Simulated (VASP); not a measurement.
# LiZn (Fd-3m) in VASP: a series of runs

The runs below take LiZn through electric field gradients, with LDA.

Program: VASP 6.6.1. These are calculated values, not measurements. Logs are shortened: lines on timing, memory, paths and dates and some standing lists are left out, and cuts for length are marked.

### 1 The cell of the first run

The structure is cubic, space group Fd-3m (No. 227). The conventional cell has a = 6.138 Å, b = 6.138 Å, c = 6.138 Å, α = 90.00°, β = 90.00°, γ = 90.00°. Within 3.5 Å of Li (site symmetry -43m) lie 4 Li at 2.66 Å and 10 Zn at 2.66 to 3.07 Å. Within 3.5 Å of Zn (site symmetry -43m) lie 10 Li at 2.66 to 3.07 Å and 4 Zn at 2.66 Å.

### 2 Electric field gradients, LDA (14.45 Å³/atom)

INCAR

```
SYSTEM = LiZn
PREC = Accurate
ENCUT = 520
EDIFF = 1E-8
ISMEAR = -1
SIGMA = 0.08
LREAL = .False.
LASPH = .True.
NELM = 80
ALGO = Normal
ISIF = 2
LWAVE = .False.
LCHARG = .False.
LEFG = .True.
NBANDS = 23
```

KPOINTS

```
Automatic mesh
0
Gamma
  9 9 9
  0 0 0
```

POSCAR

```
LiZn
1.0
    0.0000000000      3.0689543053      3.0689543053
    3.0689543053      0.0000000000      3.0689543053
    3.0689543053      3.0689543053      0.0000000000
Li Zn
2 2
Direct
    0.5000000000      0.5000000000      0.5000000000
    0.7500000000      0.7500000000      0.7500000000
    0.0000000000      0.0000000000      0.0000000000
    0.2500000000      0.2500000000      0.2500000000
```

Potentials or basis: VASP PAW LDA potentials, release 64 (Li_sv, Zn).

Command:

```
$ cat potpaw_LDA.64/Li_sv/POTCAR potpaw_LDA.64/Zn/POTCAR > POTCAR
$ mpirun -np 1 vasp_std > vasp.out
```

OUTCAR:

```text
SYSTEM = LiZn
   PREC = Accurate
   ENCUT = 520
   EDIFF = 1E-8
   ISMEAR = -1
   LREAL = .False.
   LASPH = .True.
   NELM = 80
   ISIF = 2

 ion  position               nearest neighbor table
   1  0.500  0.500  0.500-   4 2.66   4 2.66   4 2.66   4 2.66
   2  0.750  0.750  0.750-   3 2.66   3 2.66   3 2.66   3 2.66
   3  0.000  0.000  0.000-   2 2.66   2 2.66   2 2.66   2 2.66   4 2.66   4 2.66   4 2.66   4 2.66

   4  0.250  0.250  0.250-   3 2.66   3 2.66   3 2.66   1 2.66   3 2.66   1 2.66   1 2.66   1 2.66

  LATTYP: Found a face centered cubic cell.
 ALAT       =     6.1379086106

  Lattice vectors:

 A1 = (   0.0000000000,   3.0689543053,   3.0689543053)
 A2 = (   3.0689543053,   0.0000000000,   3.0689543053)
 A3 = (   3.0689543053,   3.0689543053,   0.0000000000)

Analysis of symmetry for initial positions (statically):
=====================================================================
 Subroutine PRICEL returns:
 Original cell was already a primitive cell.

 Routine SETGRP: Setting up the symmetry group for a
 face centered cubic supercell.

 Subroutine GETGRP returns: Found 48 space group operations
 (whereof 24 operations were pure point group operations)
 out of a pool of 48 trial point group operations.

The static configuration has the point symmetry T_d .
 The point group associated with its full space group is O_h .

Analysis of symmetry for dynamics (positions and initial velocities):
=====================================================================
 Subroutine PRICEL returns:
 Original cell was already a primitive cell.

 Routine SETGRP: Setting up the symmetry group for a
 face centered cubic supercell.

 Subroutine GETGRP returns: Found 48 space group operations
 (whereof 24 operations were pure point group operations)
 out of a pool of 48 trial point group operations.

The dynamic configuration has the point symmetry T_d .
 The point group associated with its full space group is O_h .

 Subroutine INISYM returns: Found 48 space group operations
 (whereof 24 operations are pure point group operations),
 and found     1 'primitive' translations

----------------------------------------------------------------------------------------

                                     Primitive cell

  volume of cell :      57.8098

  direct lattice vectors                    reciprocal lattice vectors
     0.000000000  3.068954305  3.068954305    -0.162921944  0.162921944  0.162921944
     3.068954305  0.000000000  3.068954305     0.162921944 -0.162921944  0.162921944
     3.068954305  3.068954305  0.000000000     0.162921944  0.162921944 -0.162921944

  length of vectors
     4.340156801  4.340156801  4.340156801     0.282189084  0.282189084  0.282189084

  position of ions in fractional coordinates (direct lattice)
     0.500000000  0.500000000  0.500000000
     0.750000000  0.750000000  0.750000000
     0.000000000  0.000000000  0.000000000
     0.250000000  0.250000000  0.250000000

  ion indices of the primitive-cell ions
   primitive index   ion index
                 1           1
                 2           2
                 3           3
                 4           4

----------------------------------------------------------------------------------------

 KPOINTS: Automatic mesh

Automatic generation of k-mesh.
 Grid dimensions read from file:
 generate k-points for:    9    9    9

 Generating k-lattice:

  Cartesian coordinates                     Fractional coordinates (reciprocal lattice)
    -0.018102438  0.018102438  0.018102438     0.111111111  0.000000000  0.000000000
     0.018102438 -0.018102438  0.018102438     0.000000000  0.111111111  0.000000000
[... 42 lines left out ...]
   total plane-waves  NPLWV =  32768
   dimension x,y,z NGX =    32 NGY =   32 NGZ =   32
   dimension x,y,z NGXF=    64 NGYF=   64 NGZF=   64
   ions per type =               2   2
   NGX,Y,Z   is equivalent  to a cutoff of  12.26, 12.26, 12.26 a.u.
   NGXF,Y,Z  is equivalent  to a cutoff of  24.51, 24.51, 24.51 a.u.
 SYSTEM =  LiZn
   PREC   = accura    normal or accurate (medium, high low for compatibility)
   ISTART =      0    job   : 0-new  1-cont  2-samecut
   ICHARG =      2    charge: 1-file 2-atom 10-const
   ISPIN  =      1    spin polarized calculation?
   LNONCOLLINEAR =      F non collinear calculations
   LSORBIT =      F    spin-orbit coupling
   LASPH  =      T    aspherical Exc in radial PAW
   ENCUT  =  520.0 eV  38.22 Ry    6.18 a.u.   8.07  8.07  8.07*2*pi/ulx,y,z
   NELM   =     80;   NELMIN=  2; NELMDL= -5     # of ELM steps
   EDIFF  = 0.1E-07   stopping-criterion for ELM
   LREAL  =      F    real-space projection
   EDIFFG = 0.1E-06   stopping-criterion for IOM
   NSW    =      0    number of steps for IOM
   IBRION =     -1    ionic relax: 0-MD 1-quasi-New 2-CG
   NFREE  =      0    steps in history (QN), initial steepest desc. (CG)
   ISIF   =      2    stress and relaxation
   ISYM   =      2    0-nonsym 1-usesym 2-fastsym
   POTIM  = 0.5000    time-step for ionic-motion
   TEBEG  =    0.0;   TEEND  =   0.0 temperature during run
   PSTRESS=    0.0 pullay stress
   NELECT =      30.0000    total number of electrons
   NUPDOWN=      -1.0000    fix difference up-down
   EMIN   =  10.00;   EMAX   =-10.00  energy-range for DOS
   EFERMI =   0.00;   METHOD = LEGACY
   ISMEAR =    -1;   SIGMA  =   0.08  broadening in eV -4-tet -1-fermi 0-gaus
   EFERMI_NEDOS =   21; number of points for ismear=-14 and -15
   IALGO  =     38    algorithm
   IMIX   =      4    mixing-type and parameters
     AMIX     =   0.40;   BMIX     =  1.00
     AMIX_MAG =   1.60;   BMIX_MAG =  1.00
  volume/ion in A,a.u.               =      14.45        97.53
  Fermi-wavevector in a.u.,A,eV,Ry     =   1.315573  2.486072 23.548029  1.730731
  Thomas-Fermi vector in A             =   2.445746
   LORBIT       =      0    0 simple, 1 ext, 2 COOP (PROOUT), +10 PAW based schemes
   GGA     = CA    functional components
   LHFCALC =     F    Hartree Fock is set to
   AEXX    =    0.0000 exact exchange contribution
   IVDW    =     0    specifies the selected vdW correction
   LEPSILON=     F    determine dielectric tensor
   LRPA    =     F    only Hartree local field effects (RPA)
 non-spin polarized calculation
  energy-cutoff  :      520.00
  volume of cell :       57.81
 maximum number of plane-waves:      1580
   NGX = 17   NGY = 17   NGZ = 17

 number of electron      30.0000000 magnetization

 Free energy of the ion-electron system (eV)
  ---------------------------------------------------
  ext. energy  EPLUGINS =         0.00000000
  ---------------------------------------------------
  free energy    TOTEN  =        -8.74180327 eV

  energy without entropy =       -8.71927791  energy(sigma->0) =       -8.73054059

 E-fermi :   2.0307     XC(G=0): -10.1639

 val. band max:        1.9991124782   @ k =   0.3333   0.2222   0.1111
 cond. band min:       2.0457405975   @ k =   0.4444   0.2222   0.0000
 fundamental gap:      0.0466281193
 Fermi energy:         2.0307220025

 k-point     1 :       0.0000    0.0000    0.0000
  band No.  band energies     occupation
      1     -42.9717      2.00000
      2     -42.9097      2.00000
      3      -5.6680      2.00000
      4      -5.3713      2.00000
      5      -5.3713      2.00000
      6      -5.3713      2.00000
[... 613 lines left out ...]
     22      13.3618      0.00000
     23      14.3956      0.00000

 [... further k-points ...]

------------------------ aborting loop because EDIFF is reached ----------------------------------------

  FORCE on cell =-STRESS in cart. coord.  units (eV):
  Direction    XX          YY          ZZ          XY          YZ          ZX
  --------------------------------------------------------------------------------------
  -------------------------------------------------------------------------------------
  Total       -1.5414703     -1.5414703     -1.5414703      0.0000000     -0.0000000      0.0000000
  in kB      -42.7213034    -42.7213034    -42.7213034      0.0000000     -0.0000000      0.0000000
  external PRESSURE =     -42.7213034 kB  Pullay stress =       0.0000000 kB

 VOLUME and BASIS-vectors are now :
 -----------------------------------------------------------------------------
  energy-cutoff  :      520.00
  volume of cell :       57.81
      direct lattice vectors                 reciprocal lattice vectors
     0.000000000  3.068954305  3.068954305    -0.162921944  0.162921944  0.162921944
     3.068954305  0.000000000  3.068954305     0.162921944 -0.162921944  0.162921944
     3.068954305  3.068954305  0.000000000     0.162921944  0.162921944 -0.162921944

 POSITION                                       TOTAL-FORCE (eV/Angst)
 -----------------------------------------------------------------------------------
      3.06895      3.06895      3.06895        -0.000000     -0.000000     -0.000000
      4.60343      4.60343      4.60343         0.000000      0.000000      0.000000
      0.00000      0.00000      0.00000         0.000000      0.000000     -0.000000
      1.53448      1.53448      1.53448         0.000000      0.000000     -0.000000
 -----------------------------------------------------------------------------------
    total drift:                               -0.000000      0.000000      0.000000

  FREE ENERGIE OF THE ION-ELECTRON SYSTEM (eV)
  ---------------------------------------------------
  free  energy   TOTEN  =        -8.7418032698 eV

  energy  without entropy=       -8.7192779107  energy(sigma->0) =       -8.73054059

 Electric field gradients (V/A^2)
---------------------------------------------------------------------
 ion       V_xx      V_yy      V_zz      V_xy      V_xz      V_yz
---------------------------------------------------------------------
   1      -0.000    -0.000     0.000     0.006     0.006     0.006
   2      -0.000    -0.000     0.000     0.006     0.006     0.006
   3       0.000    -0.000     0.000    -0.002    -0.002    -0.002
   4       0.000    -0.000     0.000    -0.002    -0.002    -0.002
---------------------------------------------------------------------

 Electric field gradients after diagonalization (V/A^2)
 (convention: |V_zz| > |V_xx| > |V_yy|)
----------------------------------------------------------------------
 ion       V_xx      V_yy      V_zz     asymmetry (V_yy - V_xx)/ V_zz
----------------------------------------------------------------------
   1      -0.006    -0.006     0.013       0.000
   2      -0.006    -0.006     0.013       0.000
   3       0.002     0.002    -0.004       0.000
   4       0.002     0.002    -0.004       0.000
----------------------------------------------------------------------

           NMR quadrupolar parameters

 Cq : quadrupolar parameter    Cq=e*Q*V_zz/h
 eta: asymmetry parameters     (V_yy - V_xx)/ V_zz
 Q  : nuclear electric quadrupole moment in mb (millibarn)
----------------------------------------------------------------------
 ion       Cq(MHz)       eta       Q (mb)
----------------------------------------------------------------------
   1       0.000       0.000       1.000
   2       0.000       0.000       1.000
   3      -0.000       0.000       1.000
   4      -0.000       0.000       1.000
----------------------------------------------------------------------
```

Run time: 36 s. Hardware: 1 thread of Intel Xeon Platinum 8375C at 2.90GHz (Ice Lake), shared host; peak memory 0.17 GiB.

Results:

```
Free energy                             : -8.7418 eV
Band gap on the k mesh                  : zero (bands 15 and 16 overlap by 4.60 eV)
Largest electric field gradient by atom : zero within the noise of the run
```

Levels at points of the mesh, in eV from the Fermi level:
```tsv
k point	band 13	band 14	band 15	band 16	band 17	band 18
(0.00, 0.00, 0.00)	-6.79	3.48	3.48	3.48	3.60	3.60
```

Caveat: the cutoff is under 1.25 times the usual one of these potentials, so pressure, stress and relaxed cells hold a basis-set (Pulay) error.

### 3 Electric field gradients, LDA (14.90 Å³/atom)

This run uses another cell than the first one, of 14.90 Å³/atom.

INCAR

```
SYSTEM = LiZn
PREC = Accurate ; ENCUT = 520
EDIFF = 1E-8 ; ISMEAR = -1
SIGMA = 0.08 ; LREAL = .False.
LASPH = .True. ; NELM = 60
ALGO = Normal ; ISIF = 2
LWAVE = .False. ; LCHARG = .False.
LEFG = .True. ; NBANDS = 23
```

KPOINTS

```
regular mesh
0
Gamma
  9 9 9
  0 0 0
```

POSCAR

```
LiZn
1.0
    0.0000000000      3.1005952400      3.1005952400
    3.1005952400      0.0000000000      3.1005952400
    3.1005952400      3.1005952400      0.0000000000
Li Zn
2 2
Direct
    0.5000000000      0.5000000000      0.5000000000
    0.7500000000      0.7500000000      0.7500000000
    0.0000000000      0.0000000000      0.0000000000
    0.2500000000      0.2500000000      0.2500000000
```

Potentials or basis: VASP PAW LDA potentials, release 64 (Li_sv, Zn).

Command:

```
$ cat potpaw_LDA.64/Li_sv/POTCAR potpaw_LDA.64/Zn/POTCAR > POTCAR
$ mpirun -np 1 vasp_std > vasp.out
```

OUTCAR:

```text
SYSTEM = LiZn
   PREC = Accurate
   ENCUT = 520
   EDIFF = 1E-8
   ISMEAR = -1
   LREAL = .False.
   LASPH = .True.
   NELM = 60
   ISIF = 2

 ion  position               nearest neighbor table
   1  0.500  0.500  0.500-   4 2.69   4 2.69   4 2.69   4 2.69
   2  0.750  0.750  0.750-   3 2.69   3 2.69   3 2.69   3 2.69
   3  0.000  0.000  0.000-   2 2.69   2 2.69   2 2.69   4 2.69   4 2.69   4 2.69   4 2.69   2 2.69

   4  0.250  0.250  0.250-   3 2.69   3 2.69   3 2.69   1 2.69   1 2.69   1 2.69   3 2.69   1 2.69

  LATTYP: Found a face centered cubic cell.
 ALAT       =     6.2011904800

[... 855 lines left out ...]
 ion       V_xx      V_yy      V_zz      V_xy      V_xz      V_yz
---------------------------------------------------------------------
   1       0.000    -0.000     0.000    -0.004    -0.004    -0.004
   2      -0.000    -0.000     0.000    -0.004    -0.004    -0.004
   3      -0.000     0.000     0.000    -0.005    -0.005    -0.005
   4      -0.000     0.000     0.000    -0.005    -0.005    -0.005
---------------------------------------------------------------------

 Electric field gradients after diagonalization (V/A^2)
 (convention: |V_zz| > |V_xx| > |V_yy|)
----------------------------------------------------------------------
 ion       V_xx      V_yy      V_zz     asymmetry (V_yy - V_xx)/ V_zz
----------------------------------------------------------------------
   1       0.004     0.004    -0.007       0.000
   2       0.004     0.004    -0.007       0.000
   3       0.005     0.005    -0.009       0.000
   4       0.005     0.005    -0.009       0.000
----------------------------------------------------------------------

           NMR quadrupolar parameters

 Cq : quadrupolar parameter    Cq=e*Q*V_zz/h
 eta: asymmetry parameters     (V_yy - V_xx)/ V_zz
 Q  : nuclear electric quadrupole moment in mb (millibarn)
----------------------------------------------------------------------
 ion       Cq(MHz)       eta       Q (mb)
----------------------------------------------------------------------
   1      -0.000       0.000       1.000
   2      -0.000       0.000       1.000
   3      -0.000       0.000       1.000
   4      -0.000       0.000       1.000
----------------------------------------------------------------------
```

OSZICAR:

```text
N       E                     dE             d eps       ncg     rms          rms(c)
DAV:   1     0.163379068282E+03    0.16338E+03   -0.14471E+04  1610   0.173E+03
DAV:   2     0.623164476449E+01   -0.15715E+03   -0.15090E+03  1652   0.342E+02
DAV:   3    -0.863653288685E+01   -0.14868E+02   -0.14607E+02  2731   0.848E+01
DAV:   4    -0.930005832406E+01   -0.66353E+00   -0.65784E+00  2012   0.150E+01
DAV:   5    -0.931123731911E+01   -0.11179E-01   -0.11178E-01  2194   0.194E+00    0.401E+00
DAV:   6    -0.875328543599E+01    0.55795E+00   -0.28801E+00  2023   0.284E+01    0.270E+00
DAV:   7    -0.870573884570E+01    0.47547E-01   -0.23659E-01  1923   0.685E+00    0.977E-01
DAV:   8    -0.868954067437E+01    0.16198E-01   -0.16902E-02  1946   0.117E+00    0.160E-01
DAV:   9    -0.868877595814E+01    0.76472E-03   -0.15705E-03  2455   0.403E-01    0.544E-02
DAV:  10    -0.868873619655E+01    0.39762E-04   -0.22175E-04  1918   0.100E-01    0.123E-02
DAV:  11    -0.868873480904E+01    0.13875E-05   -0.18750E-05  2358   0.480E-02    0.816E-03
DAV:  12    -0.868873497737E+01   -0.16834E-06   -0.88161E-07  1918   0.679E-03    0.302E-03
DAV:  13    -0.868873489746E+01    0.79914E-07   -0.10238E-07  2179   0.264E-03    0.483E-04
DAV:  14    -0.868873489665E+01    0.81263E-09   -0.22034E-09  1183   0.346E-04
   1 F= -.86887349E+01 E0= -.86771252E+01  d E =-.232193E-01
```

stdout:

```text
POSCAR found type information on POSCAR LiZn
 POSCAR found :  2 types and       4 ions
 scaLAPACK will be used
 LDA part: xc-table for (Slater(with rela. corr.)+CA(PZ))
 , standard interpolation
 POSCAR, INCAR and KPOINTS ok, starting setup
 FFT: planning ... GRIDC
 FFT: planning ... GRID_SOFT
 FFT: planning ... GRID
 WAVECAR not read
 entering main loop
ion   1

ion   2

ion   3

ion   4
```

It took 57 s on 1 thread of Intel Xeon Platinum 8375C at 2.90GHz (Ice Lake), shared host; peak memory 0.19 GiB.

Results:

| Item | Value |
| --- | --- |
| Free energy | -8.6887 eV |
| Band gap on the k mesh | zero (bands 15 and 16 overlap by 4.50 eV) |
| Largest electric field gradient by atom | zero within the noise of the run |

Caveat: the cutoff is under 1.25 times the usual one of these potentials, so pressure, stress and relaxed cells hold a basis-set (Pulay) error.

(Part 1 of 2 ends here.)
